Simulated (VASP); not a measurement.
# Cu (I4/mmm) in VASP: notebook, part 2 of 2

VASP 6.6.1.

**4. Single point, r2SCAN (uniaxial strain along c: +4.0 %)**

Input file POSCAR:

```
Cu
1.0
    1.7704478044      1.7704478044      0.0000000000
   -1.7704478044      1.7704478044      0.0000000000
    0.0000000000      0.0000000000      3.7197287203
Cu
2
Direct
    0.0000000000      0.0000000000      0.0000000000
    0.5000000000      0.5000000000      0.5000000000
```

Input file INCAR.step1:

```
ALGO     = Normal         # electronic algorithm
EDIFF    = 1E-4           # SCF threshold, eV
ENCUT    = 520            # plane-wave cutoff, eV
GGA      = PE             # functional
ISMEAR   = 0              # smearing method
LASPH    = T              # aspherical terms in the spheres
LCHARG   = F              # write CHGCAR
LREAL    = F              # projectors in reciprocal space
LWAVE    = T              # write WAVECAR
NBANDS   = 18             # bands
NELM     = 80             # most SCF steps
PREC     = Accurate       # precision mode
SIGMA    = 0.1            # smearing width, eV
```

Input file INCAR.step2:

```
ALGO     = Normal         # electronic algorithm
EDIFF    = 1E-6           # SCF threshold, eV
ENCUT    = 520            # plane-wave cutoff, eV
ISIF     = 2              # what is computed and relaxed
ISMEAR   = 0              # smearing method
ISTART   = 1            
LASPH    = T              # aspherical terms in the spheres
LCHARG   = F              # write CHGCAR
LMIXTAU  = T            
LREAL    = F              # projectors in reciprocal space
LWAVE    = F              # write WAVECAR
METAGGA  = R2SCAN         # meta-GGA
NBANDS   = 18             # bands
NELM     = 80             # most SCF steps
PREC     = Accurate       # precision mode
SIGMA    = 0.1            # smearing width, eV
```

Input file KPOINTS:

```
k-points
0
Gamma
  20 20 14
```

Launch:

```console
$ cat potpaw_PBE.64/Cu/POTCAR > POTCAR
$ cp INCAR.step1 INCAR
$ mpirun -np 1 vasp_std > vasp.out
$ cp INCAR.step2 INCAR
$ mpirun -np 1 vasp_std > vasp.out
```

It took 6.9 min on 1 thread of AMD EPYC 9R45 (Zen 5), shared host; peak memory 0.25 GiB.

The run converged. Its results:

```
Free energy            : -21.6442 eV
Pressure               : -2.3 GPa
Band gap on the k mesh : zero (band 11 reaches 14.13 eV, above the bottom of band 12 at 5.56 eV)
```

Stress tensor (GPa, compression positive):
```
-1.17  0.00  0.00
 0.00 -1.17  0.00
 0.00  0.00 -4.56
```

Levels at points of the mesh, in eV from the Fermi level:
| k point | band 7 | band 8 | band 9 | band 10 | band 11 | band 12 | band 13 | band 14 | band 15 | band 16 |
| --- | --- | --- | --- | --- | --- | --- | --- | --- | --- | --- |
| (0.00, 0.00, 0.00) | -2.48 | -2.23 | -1.77 | -1.60 | -1.60 | 0.86 | 6.66 | 14.70 | 14.70 | 18.95 |
| (0.50, 0.00, 0.00) | -2.65 | -2.65 | -2.28 | -2.28 | -0.18 | -0.18 | 9.72 | 9.72 | 10.89 | 10.89 |
| (0.50, 0.50, 0.00) | -1.67 | -1.67 | -1.50 | -1.50 | 1.96 | 1.96 | 7.97 | 7.97 | 13.45 | 13.45 |
| (0.00, 0.00, 0.50) | -2.43 | -2.43 | -2.43 | -2.43 | -2.00 | -2.00 | 17.79 | 17.79 | 18.61 | 18.61 |
| (0.50, 0.00, 0.50) | -1.79 | -1.79 | -1.70 | -1.70 | -1.08 | -1.08 | 4.05 | 4.05 | 21.22 | 21.22 |
| (0.50, 0.50, 0.50) | -2.40 | -2.40 | -1.50 | -1.50 | 6.58 | 6.58 | 6.58 | 6.58 | 8.94 | 8.94 |

Caveat: the cell differs from its parent crystal (uniaxial strain along c: +4.0 %); the PAW data sets were made with another functional, which shifts forces and pressure a little.

**5. Single point, r2SCAN (uniaxial strain along c: +6.0 %)**

Input file POSCAR:

```
Cu
1.0
    1.7615061488      1.7615061488      0.0000000000
   -1.7615061488      1.7615061488      0.0000000000
    0.0000000000      0.0000000000      3.7912619649
Cu
2
Direct
    0.0000000000      0.0000000000      0.0000000000
    0.5000000000      0.5000000000      0.5000000000
```

Input file INCAR.step1:

```
ALGO = Normal ; EDIFF = 1E-4
ENCUT = 520 ; GGA = PE
ISMEAR = 0 ; LASPH = True
LCHARG = False ; LREAL = False
LWAVE = True ; NBANDS = 18
NELM = 80 ; PREC = Accurate
SIGMA = 0.1
```

Input file INCAR.step2:

```
ALGO = Normal ; EDIFF = 1E-6
ENCUT = 520 ; ISIF = 2
ISMEAR = 0 ; ISTART = 1
LASPH = True ; LCHARG = False
LMIXTAU = True ; LREAL = False
LWAVE = False ; METAGGA = R2SCAN
NBANDS = 18 ; NELM = 80
PREC = Accurate ; SIGMA = 0.1
```

KPOINTS is that of step 4.

Launch:

```console
$ cat potpaw_PBE.64/Cu/POTCAR > POTCAR
$ cp INCAR.step1 INCAR
$ mpirun -np 1 vasp_std > vasp.out
$ cp INCAR.step2 INCAR
$ mpirun -np 1 vasp_std > vasp.out
```

It took 6.5 min on 1 thread of AMD EPYC 9R45 (Zen 5), shared host; peak memory 0.25 GiB.

The run converged. Its results:

```
Free energy            : -21.6303 eV
Pressure               : -3.4 GPa
Band gap on the k mesh : zero (band 11 reaches 14.03 eV, above the bottom of band 12 at 5.49 eV)
```

Stress tensor (GPa, compression positive):
```
-1.65  0.00  0.00
 0.00 -1.65  0.00
 0.00  0.00 -7.04
```

Levels at points of the mesh, in eV from the Fermi level:
| k point | band 7 | band 8 | band 9 | band 10 | band 11 | band 12 | band 13 | band 14 | band 15 | band 16 |
| --- | --- | --- | --- | --- | --- | --- | --- | --- | --- | --- |
| (0.00, 0.00, 0.00) | -2.53 | -2.15 | -1.75 | -1.60 | -1.60 | 0.55 | 6.19 | 15.04 | 15.04 | 19.21 |
| (0.50, 0.00, 0.00) | -2.61 | -2.61 | -2.23 | -2.23 | -0.11 | -0.11 | 9.47 | 9.47 | 10.52 | 10.52 |
| (0.50, 0.50, 0.00) | -1.71 | -1.71 | -1.44 | -1.44 | 2.16 | 2.16 | 8.14 | 8.14 | 13.19 | 13.19 |
| (0.00, 0.00, 0.50) | -2.38 | -2.38 | -2.38 | -2.38 | -1.95 | -1.95 | 17.01 | 17.01 | 18.79 | 18.79 |
| (0.50, 0.00, 0.50) | -1.80 | -1.80 | -1.67 | -1.67 | -1.03 | -1.03 | 4.02 | 4.02 | 20.51 | 20.51 |
| (0.50, 0.50, 0.50) | -2.38 | -2.38 | -1.44 | -1.44 | 6.58 | 6.58 | 6.58 | 6.58 | 9.05 | 9.05 |

Caveat: the cell differs from its parent crystal (uniaxial strain along c: +6.0 %); the PAW data sets were made with another functional, which shifts forces and pressure a little.

**6. Overview**

```csv
cell,gap on the mesh (eV),pressure (GPa)
"a = 2.491, b = 2.491, c = 3.720 Å, 2 atoms",none,-0.7
"a = 2.475, b = 2.475, c = 3.791 Å, 2 atoms",none,-1.5
"a = 2.504, b = 2.504, c = 3.720 Å, 2 atoms",none,-2.3
"a = 2.491, b = 2.491, c = 3.791 Å, 2 atoms",none,-3.4
```

Alike in all rows: task single point; level r2SCAN; potentials or basis VASP PAW PBE potentials, release 64 (Cu); no spin polarisation; k mesh 20 × 20 × 14; cutoff (eV) 520; smearing gaussian 0.1 eV.

Caveats: the PAW data sets were made with another functional, which shifts forces and pressure a little.

Total energies depend on the potentials used, so only differences within one code and one set of settings carry meaning.
